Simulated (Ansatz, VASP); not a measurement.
## InSb: VASP beside Ansatz

The input INCAR:

```
PREC = Accurate ; ENCUT = 520
EDIFF = 1E-6 ; ISMEAR = -1
SIGMA = 0.08 ; LREAL = F
LASPH = T ; NELM = 100
ALGO = Normal ; ISIF = 2
LWAVE = F ; LCHARG = T
GGA = CA ; LELF = T
LVHAR = T ; NBANDS = 26
```

The input KPOINTS:

```
Automatic mesh
0
Gamma
  6 6 11
```

POSCAR

```
InSb
1.0
    5.4274949263      0.0000000000      0.0000000000
    0.0000000000      5.7871665146      0.0000000000
    0.0000000000      0.0000000000      3.1033072539
In Sb
2 2
Direct
    0.0000000000      0.0000000000      0.0000000000
    0.5000000000      0.5000000000      0.0000000000
    0.5000000000      0.0000000000      0.8350000000
    0.0000000000      0.5000000000      0.1650000000
```

Input for Ansatz:

```yaml
crystal:
  lattice:
    - [5.4274949263, 0.0, 0.0]
    - [0.0, 5.7871665146, 0.0]
    - [0.0, 0.0, 3.1033072539]
  atoms:
    - { symbol: In, position: [0.0, 0.0, 0.0] }
    - { symbol: In, position: [0.5, 0.5, 0.0] }
    - { symbol: Sb, position: [0.5, 0.0, 0.835] }
    - { symbol: Sb, position: [0.0, 0.5, 0.165] }
kpoints:
  mp_grid: { grid: [6, 6, 11] }
  band_path:
    path:
      - [0.0, 0.0, 0.0]
      - [0.5, 0.0, 0.0]
      - [0.5, 0.5, 0.0]
      - [0.0, 0.5, 0.0]
      - [0.0, 0.0, 0.0]
      - [0.0, 0.0, 0.5]
      - [0.5, 0.0, 0.5]
      - [0.5, 0.5, 0.5]
      - [0.0, 0.5, 0.5]
    npoints: 5
scf:
  occupations: { method: fermi_dirac, width: 0.08 }
hamiltonian:
  xc: lda
  pseudopotentials: { kind: all_electron, lapw: { basis_error: 0.001 } }
output:
  forces: true
  stress: true
  eigenvalues: true
```

Change from the starting cell: volume scaled by 1.04.

Alike in both runs: task single point; functional LDA; k mesh 6 × 6 × 11; occupations fermi-dirac, width 0.08 eV; no spin polarisation.

```csv
,VASP,Ansatz
version,VASP 6.6.1,Ansatz 0.2.0
potentials or method,"VASP PAW LDA potentials, release 64 (In_d, Sb), cutoff 520 eV","all-electron LAPW, scalar-relativistic"
```

```csv
,VASP,Ansatz,Ansatz less VASP
pressure (GPa),7.8,7.6,-0.21
"traceless stress, the component that is largest in VASP (GPa)",9.59,9.54,-0.048
rms of the force components (eV/Å),0.228,0.226,-0.0018
```

LDA's correlation is that of Perdew and Zunger in VASP and of Perdew and Wang (1992) in Ansatz. Atom by atom the forces differ by 0.002 eV/Å (rms over components). Ansatz ran all-electron here, and VASP with PAW potentials.

Neither program's run includes spin-orbit coupling.
